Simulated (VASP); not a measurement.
# ErC3 (P-1) in VASP: relaxation of cell and atoms with PBE

Aim: the relaxation of cell and atoms of ErC3 with PBE.

Program: VASP 6.6.1. These are calculated values, not measurements. Logs are shortened: lines on timing, memory, paths and dates and some standing lists are left out, and cuts for length are marked.

## 1. The cell of the first run

The typed cell holds 4 atoms: a = 3.023 Å, b = 3.930 Å, c = 6.102 Å, α = 103.90°, β = 101.93°, γ = 90.61°.

The cell was generated, and may not be a known phase.

## 2. Relaxation of cell and atoms, PBE

INCAR reads:

```
PREC = Accurate
ENCUT = 600
EDIFF = 1E-7
ISMEAR = 0
SIGMA = 0.2
LREAL = False
LASPH = True
NELM = 200
ALGO = Normal
ISIF = 3
LWAVE = False
LCHARG = False
GGA = PE
IBRION = 2
NSW = 36
EDIFFG = -0.08
GGA_COMPAT = False
NELMIN = 4
LMAXMIX = 6
```

KPOINTS reads:

```
Automatic mesh
0
Gamma
  7 5 4
```

POSCAR reads:

```
ErC3
1.0
    3.0234816300      0.0000000000      0.0000000000
   -0.0415073800      3.9297251400      0.0000000000
   -1.2612838700     -1.4793940800      5.7845375400
Er C
1 3
Direct
    0.0000000000      0.0000000000      0.0000000000
    0.5000000000      0.0000000000      0.5000000000
    0.5000000000      0.5000000000      0.5000000000
    0.0000000000      0.0000000000      0.5000000000
```

Potentials or basis: VASP PAW PBE potentials, release 64 (Er_3, C), 4f in core.

Run with:

```bash
$ cat potpaw_PBE.64/Er_3/POTCAR potpaw_PBE.64/C/POTCAR > POTCAR
$ mpirun -np 1 vasp_std > vasp.out
```

OUTCAR:

```text
PREC = Accurate
   ENCUT = 600
   EDIFF = 1E-7
   ISMEAR = 0
   LREAL = False
   LASPH = True
   NELM = 200
   ISIF = 3
   GGA = PE
   IBRION = 2
   NSW = 36
   EDIFFG = -0.08
   NELMIN = 4

 ion  position               nearest neighbor table
   1  0.000  0.000  0.000-
   2  0.500  0.000  0.500-   4 1.51   4 1.51   3 1.96   3 1.96
   3  0.500  0.500  0.500-   2 1.96   2 1.96
   4  0.000  0.000  0.500-   2 1.51   2 1.51

  LATTYP: Found a triclinic cell.
 ALAT       =     6.4157822513
 B/A-ratio  =     0.6125432861
 C/A-ratio  =     0.4712568961
 COS(alpha) =     0.0105618239
 COS(beta)  =     0.2030603906
 COS(gamma) =     0.3840458017

  Lattice vectors:

 A1 = (  -1.3027912500,   2.4503310600,   5.7845375400)
 A2 = (  -0.0415073800,   3.9297251400,   0.0000000000)
 A3 = (  -3.0234816300,   0.0000000000,   0.0000000000)

Analysis of symmetry for initial positions (statically):
=====================================================================
 Subroutine PRICEL returns:
 Original cell was already a primitive cell.

 Routine SETGRP: Setting up the symmetry group for a
 triclinic supercell.

 Subroutine GETGRP returns: Found  2 space group operations
 (whereof  2 operations were pure point group operations)
 out of a pool of  2 trial point group operations.

The static configuration has the point symmetry S_2 .

Analysis of symmetry for dynamics (positions and initial velocities):
=====================================================================
 Subroutine PRICEL returns:
 Original cell was already a primitive cell.

 Routine SETGRP: Setting up the symmetry group for a
 triclinic supercell.

 Subroutine GETGRP returns: Found  2 space group operations
 (whereof  2 operations were pure point group operations)
 out of a pool of  2 trial point group operations.

The dynamic configuration has the point symmetry S_2 .

 Subroutine INISYM returns: Found  2 space group operations
 (whereof  2 operations are pure point group operations),
 and found     1 'primitive' translations

----------------------------------------------------------------------------------------

                                     Primitive cell

  volume of cell :      68.7287

  direct lattice vectors                    reciprocal lattice vectors
     3.023481630  0.000000000  0.000000000     0.330744526  0.003493460  0.073010321
    -0.041507380  3.929725140  0.000000000     0.000000000  0.254470724  0.065080826
    -1.261283870 -1.479394080  5.784537540     0.000000000  0.000000000  0.172874667

  length of vectors
     3.023481630  3.929944343  6.102484608     0.338725040  0.262661118  0.172874667

  position of ions in fractional coordinates (direct lattice)
     0.000000000  0.000000000  0.000000000
     0.500000000  0.000000000  0.500000000
     0.500000000  0.500000000  0.500000000
     1.000000000  0.000000000  0.500000000

  ion indices of the primitive-cell ions
   primitive index   ion index
                 1           1
                 2           2
                 3           3
                 4           4

----------------------------------------------------------------------------------------

 KPOINTS: Automatic mesh

Automatic generation of k-mesh.
 Grid dimensions read from file:
 generate k-points for:    7    5    4

 Generating k-lattice:

  Cartesian coordinates                     Fractional coordinates (reciprocal lattice)
     0.047249218  0.000499066  0.010430046     0.142857143  0.000000000 -0.000000000
     0.000000000  0.050894145  0.013016165     0.000000000  0.200000000  0.000000000
     0.000000000  0.000000000  0.043218667     0.000000000  0.000000000  0.250000000

  Length of vectors
     0.048389291  0.052532224  0.043218667

  Shift w.r.t. Gamma in fractional coordinates (k-lattice)
     0.000000000  0.000000000  0.000000000

 Subroutine IBZKPT returns following result:
 ===========================================

 Found     71 irreducible k-points:

 Following reciprocal coordinates:
            Coordinates               Weight
  0.000000  0.000000  0.000000      1.000000
  0.142857  0.000000  0.000000      2.000000
  0.285714  0.000000 -0.000000      2.000000
  0.428571  0.000000  0.000000      2.000000
  0.000000  0.200000  0.000000      2.000000
  0.142857  0.200000  0.000000      2.000000
[... 16 lines left out ...]
 -0.428571 -0.000000  0.250000      2.000000
 -0.285714  0.000000  0.250000      2.000000
 [... further k-points ...]
   k-points           NKPTS =     71   k-points in BZ     NKDIM =     71   number of bands    NBANDS=     14
   number of dos      NEDOS =    301   number of ions     NIONS =      4
   total plane-waves  NPLWV =  38400
   dimension x,y,z NGX =    24 NGY =   32 NGZ =   50
   dimension x,y,z NGXF=    48 NGYF=   64 NGZF=  100
   ions per type =               1   3
   NGX,Y,Z   is equivalent  to a cutoff of  13.20, 13.54, 13.62 a.u.
   NGXF,Y,Z  is equivalent  to a cutoff of  26.39, 27.07, 27.24 a.u.
 SYSTEM =  unknown system
   PREC   = accura    normal or accurate (medium, high low for compatibility)
   ISTART =      0    job   : 0-new  1-cont  2-samecut
   ICHARG =      2    charge: 1-file 2-atom 10-const
   ISPIN  =      1    spin polarized calculation?
   LNONCOLLINEAR =      F non collinear calculations
   LSORBIT =      F    spin-orbit coupling
   LASPH  =      T    aspherical Exc in radial PAW
   ENCUT  =  600.0 eV  44.10 Ry    6.64 a.u.   6.04  7.85 12.19*2*pi/ulx,y,z
   NELM   =    200;   NELMIN=  4; NELMDL= -5     # of ELM steps
   EDIFF  = 0.1E-06   stopping-criterion for ELM
   LREAL  =      F    real-space projection
   EDIFFG = -.8E-01   stopping-criterion for IOM
   NSW    =     36    number of steps for IOM
   IBRION =      2    ionic relax: 0-MD 1-quasi-New 2-CG
   NFREE  =      1    steps in history (QN), initial steepest desc. (CG)
   ISIF   =      3    stress and relaxation
   ISYM   =      2    0-nonsym 1-usesym 2-fastsym
   POTIM  = 0.5000    time-step for ionic-motion
   TEBEG  =    0.0;   TEEND  =   0.0 temperature during run
   PSTRESS=    0.0 pullay stress
   NELECT =      21.0000    total number of electrons
   NUPDOWN=      -1.0000    fix difference up-down
   EMIN   =  10.00;   EMAX   =-10.00  energy-range for DOS
   EFERMI =   0.00;   METHOD = LEGACY
   ISMEAR =     0;   SIGMA  =   0.20  broadening in eV -4-tet -1-fermi 0-gaus
   EFERMI_NEDOS =   21; number of points for ismear=-14 and -15
   IALGO  =     38    algorithm
   IMIX   =      4    mixing-type and parameters
     AMIX     =   0.40;   BMIX     =  1.00
     AMIX_MAG =   1.60;   BMIX_MAG =  1.00
  volume/ion in A,a.u.               =      17.18       115.95
  Fermi-wavevector in a.u.,A,eV,Ry     =   1.102644  2.083695 16.542279  1.215823
  Thomas-Fermi vector in A             =   2.239090
   LORBIT       =      0    0 simple, 1 ext, 2 COOP (PROOUT), +10 PAW based schemes
   GGA     = PE    functional components
   LHFCALC =     F    Hartree Fock is set to
   AEXX    =    0.0000 exact exchange contribution
   IVDW    =     0    specifies the selected vdW correction
   LEPSILON=     F    determine dielectric tensor
   LRPA    =     F    only Hartree local field effects (RPA)
 conjugate gradient relaxation of ions
 non-spin polarized calculation
 Gauss-broadening in eV      SIGMA  =   0.20
  energy-cutoff  :      600.00
  volume of cell :       68.73
 maximum number of plane-waves:      2312
   NGX = 13   NGY = 15   NGZ = 25

--------------------------------------- Ionic step        1  -------------------------------------------

 number of electron      21.0000001 magnetization

 Free energy of the ion-electron system (eV)
  ---------------------------------------------------
  ext. energy  EPLUGINS =         0.00000000
  ---------------------------------------------------
  free energy    TOTEN  =       -22.09622402 eV

  energy without entropy =      -22.02840290  energy(sigma->0) =      -22.06231346

 E-fermi :   2.9803     XC(G=0):  -9.5853

 val. band max:        2.9704189493   @ k =   0.1429   0.0000   0.0000
 cond. band min:       2.9924415802   @ k =   0.1429   0.0000   0.5000
 fundamental gap:      0.0220226309
 Fermi energy:         2.9802553743

 k-point     1 :       0.0000    0.0000    0.0000
  band No.  band energies     occupation
      1     -22.8143      2.00000
      2     -22.6507      2.00000
      3     -22.0427      2.00000
      4     -13.7239      2.00000
      5      -5.7111      2.00000
      6      -4.7089      2.00000
      7      -4.3151      2.00000
      8      -3.1552      2.00000
      9      -0.1268      2.00000
     10       2.5237      1.99875
     11       3.1259      0.30316
     12       3.1824      0.15286
     13       4.8928      0.00000
     14       4.9963      0.00000
[... 498 lines left out ...]
  FREE ENERGIE OF THE ION-ELECTRON SYSTEM (eV)
  ---------------------------------------------------
  free  energy   TOTEN  =       -23.5403928073 eV

  energy  without entropy=      -23.4858439338  energy(sigma->0) =      -23.51311837

[... ionic steps 4 to 18 ...]

--------------------------------------- Ionic step       19  -------------------------------------------

 number of electron      21.0000000 magnetization

------------------------ aborting loop because EDIFF is reached ----------------------------------------

  FORCE on cell =-STRESS in cart. coord.  units (eV):
  Direction    XX          YY          ZZ          XY          YZ          ZX
  --------------------------------------------------------------------------------------
  -------------------------------------------------------------------------------------
  Total       -2.5893292     -0.1816139     -0.4247166     -0.2658508     -0.6428131     -0.2690919
  in kB      -76.7237666     -5.3813548    -12.5846700     -7.8773595    -19.0470332     -7.9733954
  external PRESSURE =     -31.5632638 kB  Pullay stress =       0.0000000 kB
[... 61 lines left out ...]
  energy  without entropy=      -27.3859459269  energy(sigma->0) =      -27.40367068

--------------------------------------- Ionic step       21  -------------------------------------------

 number of electron      21.0000000 magnetization

 Free energy of the ion-electron system (eV)
  ---------------------------------------------------
  ext. energy  EPLUGINS =         0.00000000
  ---------------------------------------------------
  free energy    TOTEN  =       -27.42987135 eV

  energy without entropy =      -27.39377023  energy(sigma->0) =      -27.41182079

 E-fermi :   3.4617     XC(G=0): -10.3787

 val. band max:        3.4549200789   @ k =   0.2857   0.4000   0.2500
 cond. band min:       3.4675242474   @ k =  -0.2857   0.0000   0.2500
 fundamental gap:      0.0126041685
 Fermi energy:         3.4617264929

 k-point     1 :       0.0000    0.0000    0.0000
  band No.  band energies     occupation
      1     -20.5419      2.00000
      2     -20.2101      2.00000
      3     -19.1328      2.00000
      4     -13.6376      2.00000
      5      -6.7231      2.00000
      6      -6.0549      2.00000
      7      -2.9104      2.00000
      8      -2.0446      2.00000
      9       2.9704      1.99949
     10       3.4841      0.87422
     11       4.1908      0.00000
     12       5.8789      0.00000
     13       6.6314      0.00000
     14       6.9291      0.00000
[... 422 lines left out ...]
  FREE ENERGIE OF THE ION-ELECTRON SYSTEM (eV)
  ---------------------------------------------------
  free  energy   TOTEN  =       -27.4298713531 eV

  energy  without entropy=      -27.3937702341  energy(sigma->0) =      -27.41182079

 reached required accuracy - stopping structural energy minimisation
```

It took 20 min on 1 thread of Intel Xeon Platinum 8259CL at 2.50GHz (Skylake/Cascade Lake), shared host; peak memory 0.26 GiB.

What came out:

```yaml
Free_energy: -27.4299 eV
Relaxed_volume: 13.33 Å³/atom
Relaxed_cell: a = 2.703 Å, b = 5.892 Å, c = 5.167 Å, α = 139.55°, β = 92.55°, γ = 87.80°
Space_group_after_relaxing_to_0.1_Å: P-1 (No. 2)
Pressure_after_relaxing: 0.1 GPa
Band_gap_on_the_k_mesh: zero (an odd number of electrons rules out a gap without spin polarisation)
```

Final structure:
```yaml
crystal:
  lattice:
    - [2.67144, 0.15303, 0.38399]
    - [0.01498, 5.83225, -0.83645]
    - [-0.58655, -3.42149, 3.82687]
  atoms:
    - { symbol: Er, position: [0.00000, 0.00000, 0.00000] }
    - { symbol: C, position: [0.50000, 0.00000, 0.50000] }
    - { symbol: C, position: [0.50000, 0.50000, 0.50000] }
    - { symbol: C, position: [0.00000, 0.00000, 0.50000] }
```

Levels at points of the mesh, in eV from the Fermi level:
```tsv
k point	band 7	band 8	band 9	band 10	band 11	band 12	band 13	band 14
(0.00, 0.00, 0.00)	-6.37	-5.51	-0.49	0.02	0.73	2.42	3.17	3.47
(0.00, 0.00, 0.50)	-7.41	-6.63	-3.40	-0.83	1.54	1.87	4.77	6.60
```

Caveat: the volume moved by over 15 % at a fixed basis, so the end points are rough; spin-orbit coupling is left out, which moves the levels of the heavy elements; the 4f electrons are frozen in the core, so they carry no moment and show no levels; an odd number of electrons without spin polarisation forces a metal; a magnetic or distorted state may lie lower.
